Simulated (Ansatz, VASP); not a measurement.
One calculation of BeS, two programs

```
Be S
1.0
    -0.09272    2.34044    2.34044
     2.34044   -0.09272    2.34044
     2.34044    2.34044   -0.09272
Be S
1 1
Direct
  0.00000 0.00000 0.00000
  0.50000 0.50000 0.50000
```

Change from the starting cell: epitaxial_111 strain +5.0%.

Alike in both runs: task single point; functional r2SCAN; k mesh 10 × 10 × 10; no spin polarisation.

```csv
,VASP,Ansatz
version,VASP 6.6.1,Ansatz 0.2.0
potentials or method,"VASP PAW PBE potentials, release 64 (Be, S)","plane waves, PAW"
plane-wave cutoff (eV),520,500
occupations,"gaussian, width 0.01 eV",fixed
valence electrons in the cell,8,8
```

```csv
,VASP,Ansatz,Ansatz less VASP
gap on the k mesh at the Fermi level (eV),0.98,0.99,+0.003
pressure (GPa),-8.2,-8.1,+0.14
"traceless stress, the component that is largest in VASP (GPa)",4.04,4.05,+0.011
```

VASP's potentials were made for PBE, not for r2SCAN.
